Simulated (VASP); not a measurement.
# WCl4F2 (P-1) in VASP: a series of runs

The runs below take WCl4F2 through single point, with PBE.

All numbers are computed with VASP 6.6.1; they aren't measurements. Logs are shortened: lines on timing, memory, paths and dates and some standing lists are left out, and cuts for length are marked.

## (1) The cell of the first run

The typed cell holds 7 atoms: a = 6.477 Å, b = 6.240 Å, c = 6.857 Å, α = 62.58°, β = 62.63°, γ = 60.67°.

## (2) Single point, PBE

The input, INCAR:

```
ALGO = Normal ; EDIFF = 1E-7
ENCUT = 520 ; GGA = PE
ISIF = 2 ; ISMEAR = 0
LASPH = True ; LCHARG = True
LELF = True ; LREAL = False
LVHAR = True ; LWAVE = False
NBANDS = 37 ; NELM = 100
PREC = Accurate ; SIGMA = 0.15
```

The input, KPOINTS:

```
k-points
0
Gamma
  3 3 3
```

The input, POSCAR:

```
WCl4F2
1.0
    6.4759550341     -0.1066677036     -0.0140231788
    3.1456005759      5.3892307051      0.0108166600
    3.1944880703      1.7794939665      5.8006396504
W Cl F
1 4 2
Direct
    0.0000000000      0.0000000000      0.0000000000
    0.3595637154      0.7750024595      0.7749338024
    0.7863319997      0.0744153238      0.7720195379
    0.2136680003      0.9255846762      0.2279804621
    0.6404362846      0.2249975405      0.2250661976
    0.0659752860      0.3037338373      0.8115263356
    0.9340247140      0.6962661627      0.1884736644
```

Potentials or basis: VASP PAW PBE potentials, release 64 (W_sv, Cl, F).

Run with:

```
cat potpaw_PBE.64/W_sv/POTCAR potpaw_PBE.64/Cl/POTCAR potpaw_PBE.64/F/POTCAR > POTCAR
mpirun -np 1 vasp_std > vasp.out
```

OUTCAR:

```text
EDIFF = 1E-7
   ENCUT = 520
   GGA = PE
   ISIF = 2
   ISMEAR = 0
   LASPH = True
   LREAL = False
   NELM = 100
   PREC = Accurate

 ion  position               nearest neighbor table
   1  0.000  0.000  0.000-   6 1.86   7 1.86   2 2.29   5 2.29   4 2.29   3 2.29
   2  0.360  0.775  0.775-   1 2.29
   3  0.786  0.074  0.772-   1 2.29
   4  0.214  0.926  0.228-   1 2.29
   5  0.640  0.225  0.225-   1 2.29
   6  0.066  0.304  0.812-   1 1.86
   7  0.934  0.696  0.188-   1 1.86

  LATTYP: Found a triclinic cell.
 ALAT       =     6.4262568540
 B/A-ratio  =     1.0078726673
 C/A-ratio  =     1.0617527738
 COS(alpha) =     0.0140396807
 COS(beta)  =     0.4528874369
 COS(gamma) =     0.5322633679

  Lattice vectors:

 A1 = (   3.3303544582,  -5.4958984087,  -0.0248398388)
 A2 = (   6.4759550341,  -0.1066677036,  -0.0140231788)
 A3 = (   0.0488874944,  -3.6097367386,   5.7898229904)

Analysis of symmetry for initial positions (statically):
=====================================================================
 Subroutine PRICEL returns:
 Original cell was already a primitive cell.

 Routine SETGRP: Setting up the symmetry group for a
 triclinic supercell.

 Subroutine GETGRP returns: Found  2 space group operations
 (whereof  2 operations were pure point group operations)
 out of a pool of  2 trial point group operations.

The static configuration has the point symmetry S_2 .

Analysis of symmetry for dynamics (positions and initial velocities):
=====================================================================
 Subroutine PRICEL returns:
 Original cell was already a primitive cell.

 Routine SETGRP: Setting up the symmetry group for a
 triclinic supercell.

 Subroutine GETGRP returns: Found  2 space group operations
 (whereof  2 operations were pure point group operations)
 out of a pool of  2 trial point group operations.

The dynamic configuration has the point symmetry S_2 .

 Subroutine INISYM returns: Found  2 space group operations
 (whereof  2 operations are pure point group operations),
 and found     1 'primitive' translations

----------------------------------------------------------------------------------------

                                     Primitive cell

  volume of cell :     204.4256

  direct lattice vectors                    reciprocal lattice vectors
     6.475955034 -0.106667704 -0.014023179     0.152826905 -0.089088346 -0.056833654
     3.145600576  5.389230705  0.010816660     0.002904659  0.183976331 -0.058039059
     3.194488070  1.779493967  5.800639650     0.000364046 -0.000558440  0.172365611

  length of vectors
     6.476848636  6.240090350  6.857023637     0.185803284  0.192935896  0.172366901

  position of ions in fractional coordinates (direct lattice)
     0.000000000  0.000000000  0.000000000
     0.359563715  0.775002460  0.774933802
     0.786332000  0.074415324  0.772019538
     0.213668000  0.925584676  0.227980462
     0.640436285  0.224997540  0.225066198
     0.065975286  0.303733837  0.811526336
     0.934024714  0.696266163  0.188473664

  ion indices of the primitive-cell ions
   primitive index   ion index
                 1           1
                 2           2
                 3           3
                 4           4
                 5           5
                 6           6
                 7           7

----------------------------------------------------------------------------------------

 KPOINTS: k-points

Automatic generation of k-mesh.
 Grid dimensions read from file:
 generate k-points for:    3    3    3

 Generating k-lattice:

  Cartesian coordinates                     Fractional coordinates (reciprocal lattice)
     0.050942302 -0.029696115 -0.018944551     0.333333333 -0.000000000 -0.000000000
     0.000968220  0.061325444 -0.019346353    -0.000000000  0.333333333  0.000000000
     0.000121349 -0.000186147  0.057455204     0.000000000  0.000000000  0.333333333

  Length of vectors
     0.061934428  0.064311965  0.057455634

  Shift w.r.t. Gamma in fractional coordinates (k-lattice)
     0.000000000  0.000000000  0.000000000

 Subroutine IBZKPT returns following result:
 ===========================================

 Found     14 irreducible k-points:

 Following reciprocal coordinates:
            Coordinates               Weight
  0.000000  0.000000  0.000000      1.000000
  0.333333  0.000000  0.000000      2.000000
  0.000000  0.333333 -0.000000      2.000000
  0.333333  0.333333 -0.000000      2.000000
 -0.333333  0.333333 -0.000000      2.000000
  0.000000  0.000000  0.333333      2.000000
  0.333333 -0.000000  0.333333      2.000000
 -0.333333  0.000000  0.333333      2.000000
 -0.000000  0.333333  0.333333      2.000000
  0.333333  0.333333  0.333333      2.000000
 -0.333333  0.333333  0.333333      2.000000
 -0.000000 -0.333333  0.333333      2.000000
  0.333333 -0.333333  0.333333      2.000000
 -0.333333 -0.333333  0.333333      2.000000
   k-points           NKPTS =     14   k-points in BZ     NKDIM =     14   number of bands    NBANDS=     37
   number of dos      NEDOS =    301   number of ions     NIONS =      7
   total plane-waves  NPLWV = 124416
   dimension x,y,z NGX =    48 NGY =   48 NGZ =   54
   dimension x,y,z NGXF=    96 NGYF=   96 NGZF=  108
   ions per type =               1   4   2
   NGX,Y,Z   is equivalent  to a cutoff of  12.32, 12.79, 13.09 a.u.
   NGXF,Y,Z  is equivalent  to a cutoff of  24.64, 25.58, 26.18 a.u.
 SYSTEM =  unknown system
   PREC   = accura    normal or accurate (medium, high low for compatibility)
   ISTART =      0    job   : 0-new  1-cont  2-samecut
   ICHARG =      2    charge: 1-file 2-atom 10-const
   ISPIN  =      1    spin polarized calculation?
   LNONCOLLINEAR =      F non collinear calculations
   LSORBIT =      F    spin-orbit coupling
   LASPH  =      T    aspherical Exc in radial PAW
   ENCUT  =  520.0 eV  38.22 Ry    6.18 a.u.  12.04 11.60 12.75*2*pi/ulx,y,z
   NELM   =    100;   NELMIN=  2; NELMDL= -5     # of ELM steps
   EDIFF  = 0.1E-06   stopping-criterion for ELM
   LREAL  =      F    real-space projection
   EDIFFG = 0.1E-05   stopping-criterion for IOM
   NSW    =      0    number of steps for IOM
   IBRION =     -1    ionic relax: 0-MD 1-quasi-New 2-CG
   NFREE  =      0    steps in history (QN), initial steepest desc. (CG)
   ISIF   =      2    stress and relaxation
   ISYM   =      2    0-nonsym 1-usesym 2-fastsym
   POTIM  = 0.5000    time-step for ionic-motion
   TEBEG  =    0.0;   TEEND  =   0.0 temperature during run
   PSTRESS=    0.0 pullay stress
   NELECT =      56.0000    total number of electrons
   NUPDOWN=      -1.0000    fix difference up-down
   EMIN   =  10.00;   EMAX   =-10.00  energy-range for DOS
   EFERMI =   0.00;   METHOD = LEGACY
   ISMEAR =     0;   SIGMA  =   0.15  broadening in eV -4-tet -1-fermi 0-gaus
   EFERMI_NEDOS =   21; number of points for ismear=-14 and -15
   IALGO  =     38    algorithm
   IMIX   =      4    mixing-type and parameters
     AMIX     =   0.40;   BMIX     =  1.00
     AMIX_MAG =   1.60;   BMIX_MAG =  1.00
  volume/ion in A,a.u.               =      29.20       197.08
  Fermi-wavevector in a.u.,A,eV,Ry     =   1.063226  2.009206 15.380709  1.130450
  Thomas-Fermi vector in A             =   2.198704
   LORBIT       =      0    0 simple, 1 ext, 2 COOP (PROOUT), +10 PAW based schemes
   GGA     = PE    functional components
   LHFCALC =     F    Hartree Fock is set to
   AEXX    =    0.0000 exact exchange contribution
   IVDW    =     0    specifies the selected vdW correction
   LEPSILON=     F    determine dielectric tensor
   LRPA    =     F    only Hartree local field effects (RPA)
 non-spin polarized calculation
 Gauss-broadening in eV      SIGMA  =   0.15
  energy-cutoff  :      520.00
  volume of cell :      204.43
 maximum number of plane-waves:      5521
   NGX = 25   NGY = 23   NGZ = 25

 number of electron      56.0000000 magnetization

 Free energy of the ion-electron system (eV)
  ---------------------------------------------------
  ext. energy  EPLUGINS =         0.00000000
  ---------------------------------------------------
  free energy    TOTEN  =       -34.20606479 eV

  energy without entropy =      -34.20606479  energy(sigma->0) =      -34.20606479

 E-fermi :  -1.3451     XC(G=0):  -7.1669

 val. band max:       -2.0698226089   @ k =   0.3333  -0.0000   0.3333
 cond. band min:      -0.2526074178   @ k =   0.0000   0.0000   0.0000
 fundamental gap:      1.8172151911
 Fermi energy:        -1.3451274222

 k-point     1 :       0.0000    0.0000    0.0000
  band No.  band energies     occupation
      1     -77.3277      2.00000
      2     -41.6839      2.00000
      3     -41.3382      2.00000
      4     -41.3361      2.00000
      5     -24.7208      2.00000
      6     -23.8841      2.00000
[... 29 lines left out ...]
     36       7.8357      0.00000
     37       8.4839      0.00000

 k-point     2 :       0.3333    0.0000    0.0000
  band No.  band energies     occupation
      1     -77.3277      2.00000
      2     -41.6839      2.00000
      3     -41.3382      2.00000
      4     -41.3361      2.00000
      5     -24.7207      2.00000
      6     -23.8841      2.00000
[... 29 lines left out ...]
     36       7.3593      0.00000
     37       8.0672      0.00000

 k-point     3 :       0.0000    0.3333   -0.0000
  band No.  band energies     occupation
      1     -77.3277      2.00000
      2     -41.6839      2.00000
      3     -41.3382      2.00000
      4     -41.3361      2.00000
      5     -24.7171      2.00000
      6     -23.8881      2.00000
[... 29 lines left out ...]
     36       7.5859      0.00000
     37       7.7103      0.00000

 k-point     4 :       0.3333    0.3333   -0.0000
  band No.  band energies     occupation
      1     -77.3277      2.00000
      2     -41.6839      2.00000
      3     -41.3382      2.00000
      4     -41.3361      2.00000
      5     -24.7171      2.00000
      6     -23.8881      2.00000
[... 29 lines left out ...]
     36       7.7137      0.00000
     37       7.7787      0.00000
[... 283 lines left out ...]
      1     -77.3277      2.00000
      2     -41.6839      2.00000
      3     -41.3382      2.00000
      4     -41.3361      2.00000
      5     -24.7171      2.00000
      6     -23.8882      2.00000
[... 29 lines left out ...]
     36       7.4250      0.00000
     37       7.6992      0.00000

 k-point    13 :       0.3333   -0.3333    0.3333
  band No.  band energies     occupation
      1     -77.3277      2.00000
      2     -41.6839      2.00000
      3     -41.3382      2.00000
      4     -41.3361      2.00000
      5     -24.7171      2.00000
      6     -23.8881      2.00000
[... 29 lines left out ...]
     36       7.1856      0.00000
     37       7.8990      0.00000

 k-point    14 :      -0.3333   -0.3333    0.3333
  band No.  band energies     occupation
      1     -77.3277      2.00000
      2     -41.6839      2.00000
      3     -41.3382      2.00000
      4     -41.3361      2.00000
      5     -24.7171      2.00000
      6     -23.8881      2.00000
[... 29 lines left out ...]
     36       7.4426      0.00000
     37       7.9305      0.00000

------------------------ aborting loop because EDIFF is reached ----------------------------------------

  FORCE on cell =-STRESS in cart. coord.  units (eV):
  Direction    XX          YY          ZZ          XY          YZ          ZX
  --------------------------------------------------------------------------------------
  -------------------------------------------------------------------------------------
  Total        0.6828586      1.0628392      0.9454743      0.2848397     -0.5804955     -0.3851939
  in kB        5.3518755      8.3299580      7.4101149      2.2324192     -4.5496088     -3.0189414
  external PRESSURE =       7.0306494 kB  Pullay stress =       0.0000000 kB

 VOLUME and BASIS-vectors are now :
 -----------------------------------------------------------------------------
  energy-cutoff  :      520.00
  volume of cell :      204.43
      direct lattice vectors                 reciprocal lattice vectors
     6.475955034 -0.106667704 -0.014023179     0.152826905 -0.089088346 -0.056833654
     3.145600576  5.389230705  0.010816660     0.002904659  0.183976331 -0.058039059
     3.194488070  1.779493967  5.800639650     0.000364046 -0.000558440  0.172365611

 POSITION                                       TOTAL-FORCE (eV/Angst)
 -----------------------------------------------------------------------------------
      0.00000      0.00000      0.00000        -0.000000     -0.000000     -0.000000
      7.24188      5.51730      4.49845         0.021551     -0.049833     -0.041327
      7.79254      1.69097      4.46799        -0.040400      0.015922     -0.032206
      5.02350      5.37109      1.32945         0.040400     -0.015922      0.032206
      5.57416      1.54475      1.29898        -0.021551      0.049833      0.041327
      3.97509      3.07396      4.70973         0.193908      0.318098     -0.276595
      8.84095      3.98810      1.08770        -0.193908     -0.318098      0.276595
 -----------------------------------------------------------------------------------
    total drift:                                0.000000      0.000000      0.000000

  FREE ENERGIE OF THE ION-ELECTRON SYSTEM (eV)
  ---------------------------------------------------
  free  energy   TOTEN  =       -34.2060647866 eV

  energy  without entropy=      -34.2060647866  energy(sigma->0) =      -34.20606479
```

Wall time 4.9 min (1 thread of Intel Xeon 8259CL, shared host); peak memory 0.36 GiB.

What came out:

```
Free energy            : -34.2061 eV
Pressure               : 0.7 GPa
Largest force          : 0.464 eV/Å
Band gap on the k mesh : 1.82 eV (least direct gap 1.99 eV)
```

Forces on the atoms (eV/Å):
```
W    0.000  0.000  0.000
Cl   0.022 -0.050 -0.041
Cl  -0.040  0.016 -0.032
Cl   0.040 -0.016  0.032
Cl  -0.022  0.050  0.041
F    0.194  0.318 -0.277
F   -0.194 -0.318  0.277
```

Stress tensor (GPa, compression positive):
```
 0.54  0.22 -0.30
 0.22  0.83 -0.45
-0.30 -0.45  0.74
```

Caveat: spin-orbit coupling is left out, which moves the levels of the heavy elements. A k mesh can miss the band edges.

## (3) Single point, PBE

This run uses another cell than the first one, of 32.22 Å³/atom.

The input, INCAR:

```
SYSTEM = WCl4F2
PREC = Accurate ; ENCUT = 520
EDIFF = 1E-6 ; ISMEAR = 0
SIGMA = 0.1 ; LREAL = .FALSE.
LASPH = .TRUE. ; NELM = 60
ALGO = Normal ; ISIF = 2
LWAVE = .FALSE. ; LCHARG = .TRUE.
GGA = PE ; LELF = .TRUE.
LVHAR = .TRUE. ; NBANDS = 37
```

The input, KPOINTS:

```
regular mesh
0
G
  4 4 2
  0 0 0
```

The input, POSCAR:

```
WCl4F2
1.0
   -6.4015670414     -0.2010639860      0.1602215107
    3.0724976006     -5.9130699698     -0.1309183934
    3.0730154855      2.1121925983      5.8047476727
W Cl F
1 4 2
Direct
    0.0000000000      0.0000000000      0.0000000000
    0.5583563708      0.6865543609      0.7982514164
    0.8821142581      0.1972823328      0.7546069446
    0.1178857419      0.8027176672      0.2453930554
    0.4416436292      0.3134456391      0.2017485836
    0.0780603476      0.8649260740      0.8129916601
    0.9219396524      0.1350739260      0.1870083399
```

Potentials or basis: VASP PAW PBE potentials, release 64 (W_sv, Cl, F).

Run with:

```
cat potpaw_PBE.64/W_sv/POTCAR potpaw_PBE.64/Cl/POTCAR potpaw_PBE.64/F/POTCAR > POTCAR
mpirun -np 1 vasp_std > vasp.out
```

Run time: 7.2 min. Hardware: 1 thread of Intel Xeon 8259CL, shared host; peak memory 0.39 GiB.

Results (log left out):

```yaml
Free_energy: -34.2334 eV
Pressure: 0.2 GPa
Largest_force: 0.375 eV/Å
Band_gap_on_the_k_mesh: 1.82 eV (least direct gap 1.90 eV)
```

Forces in eV/Å, atoms in the order of the input:
```
W    0.000  0.000  0.000
Cl  -0.007 -0.011  0.009
Cl  -0.003  0.003  0.004
Cl   0.003 -0.003 -0.004
Cl   0.007  0.011 -0.009
F   -0.299  0.079 -0.211
F    0.299 -0.079  0.211
```

Stress tensor (GPa, compression positive):
```
 0.52 -0.17  0.45
-0.17 -0.08 -0.10
 0.45 -0.10  0.18
```

Levels at points of the mesh, in eV from the valence-band top:
| k point | band 25 | band 26 | band 27 | band 28 | band 29 | band 30 | band 31 | band 32 |
| --- | --- | --- | --- | --- | --- | --- | --- | --- |
| (0.00, 0.00, 0.00) | -0.64 | -0.39 | -0.38 | -0.10 | 1.84 | 2.46 | 2.48 | 5.56 |
| (0.50, 0.00, 0.00) | -0.79 | -0.77 | -0.66 | -0.03 | 2.13 | 2.45 | 2.61 | 5.17 |
| (0.00, 0.50, 0.00) | -0.72 | -0.67 | -0.44 | -0.04 | 1.96 | 2.52 | 2.57 | 5.40 |
| (0.50, 0.50, 0.00) | -0.75 | -0.60 | -0.47 | -0.03 | 2.01 | 2.50 | 2.53 | 5.37 |
| (0.00, 0.00, 0.50) | -0.74 | -0.72 | -0.43 | -0.06 | 2.01 | 2.52 | 2.57 | 5.39 |
| (0.50, 0.00, 0.50) | -0.73 | -0.61 | -0.43 | -0.06 | 1.98 | 2.47 | 2.57 | 5.42 |
| (0.00, 0.50, 0.50) | -0.86 | -0.79 | -0.60 | 0.00 | 2.14 | 2.45 | 2.60 | 5.17 |
| (0.50, 0.50, 0.50) | -0.71 | -0.42 | -0.40 | -0.08 | 1.82 | 2.58 | 2.62 | 5.55 |

Caveat: the k points lie up to 0.46 Å⁻¹ apart; spin-orbit coupling is left out, which moves the levels of the heavy elements.
